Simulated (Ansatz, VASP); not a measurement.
Cu in VASP and in Ansatz

```xyz
2
Lattice="2.5206 0.0000 0.0000 -1.2603 2.1829 0.0000 0.0000 0.0000 4.1165" Properties=species:S:1:pos:R:3 pbc="T T T"
Cu    0.0000    1.4553    1.0291
Cu    1.2603    0.7276    3.0874
```

Alike in both runs: task single point; functional PBEsol; k mesh 24 × 24 × 12; occupations gaussian, width 0.1 eV; no spin polarisation.

|  | VASP | Ansatz |
| --- | --- | --- |
| version | VASP 6.6.1 | Ansatz 0.2.0 |
| potentials or method | VASP PAW PBE potentials, release 64 (Cu), cutoff 520 eV | scalar-relativistic, plane waves, PAW |
| valence electrons in the cell | 22 | 38 |

Ansatz gave:

* gap on the k mesh at the Fermi level (eV): none
* pressure (GPa): 0.0
* traceless stress, the component that is largest in VASP (GPa): 0.46

What did VASP give for the same quantities?

gap on the k mesh at the Fermi level (eV): none; pressure (GPa): 0.8; traceless stress, the component that is largest in VASP (GPa): 0.46.

VASP's potentials were made for PBE, not for PBEsol. A gap of «none» marks a metal or a gap that the smearing closes. VASP's potentials hold 22 valence electrons a cell and Ansatz's 38, so a difference there can come from the potentials and not from the codes.
